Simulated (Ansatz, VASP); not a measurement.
Si: VASP beside Ansatz

The input INCAR:

```
SYSTEM = Si
ALGO     = Normal         ! electronic algorithm
EDIFF    = 1E-7           ! SCF threshold, eV
ENCUT    = 520            ! plane-wave cutoff, eV
ISIF     = 2              ! what is computed and relaxed
ISMEAR   = 0              ! smearing method
LASPH    = .TRUE.         ! aspherical terms in the spheres
LCHARG   = .TRUE.         ! write CHGCAR
LELF     = .TRUE.         ! ELF
LREAL    = .FALSE.        ! projectors in reciprocal space
LVHAR    = .TRUE.       
LWAVE    = .FALSE.        ! write WAVECAR
NBANDS   = 8              ! bands
NELM     = 60             ! most SCF steps
PREC     = Accurate       ! precision mode
SIGMA    = 0.15           ! smearing width, eV
```

File KPOINTS:

```
k-points
0
G
  22 22 22
  0 0 0
```

Contents of POSCAR:

```
Si
1.0
   -1.6269149300      1.6269149300      1.3401347978
    1.6269149300     -1.6269149300      1.3401347978
    1.6269149300      1.6269149300     -1.3401347978
Si
1
Direct
    0.0000000000      0.0000000000      0.0000000000
```

Input for Ansatz:

```yaml
crystal:
  lattice:
    - [-1.62691493, 1.62691493, 1.3401347978]
    - [1.62691493, -1.62691493, 1.3401347978]
    - [1.62691493, 1.62691493, -1.3401347978]
  atoms:
    - { symbol: Si, position: [0.0, 0.0, 0.0] }
basis:
  ecutwfc: 420
kpoints:
  mp_grid: { grid: [22, 22, 22] }
hamiltonian:
  xc: lda
scf:
  occupations: { method: gaussian, width: 0.15 }
output:
  forces: true
  stress: true
  eigenvalues: true
```

Change from the starting cell: strain +0.000 along x and y, +0.015 along z, atoms carried along.

Alike in both runs: task single point; functional LDA; k mesh 22 × 22 × 22; occupations gaussian, width 0.15 eV; no spin polarisation.

```csv
,VASP,Ansatz
version,VASP 6.6.1,Ansatz 0.2.0
potentials or method,"VASP PAW LDA potentials, release 64 (Si), cutoff 520 eV","scalar-relativistic, plane waves, PAW"
valence electrons in the cell,4,4
```

|  | VASP | Ansatz | Ansatz less VASP |
| --- | --- | --- | --- |
| gap on the k mesh at the Fermi level (eV) | none | none | - |
| pressure (GPa) | -1.7 | -1.8 | -0.06 |
| traceless stress, the component that is largest in VASP (GPa) | -1.29 | -1.28 | +0.008 |

LDA's correlation is that of Perdew and Zunger in VASP and of Perdew and Wang (1992) in Ansatz. A gap of «none» marks a metal or a gap that the smearing closes.
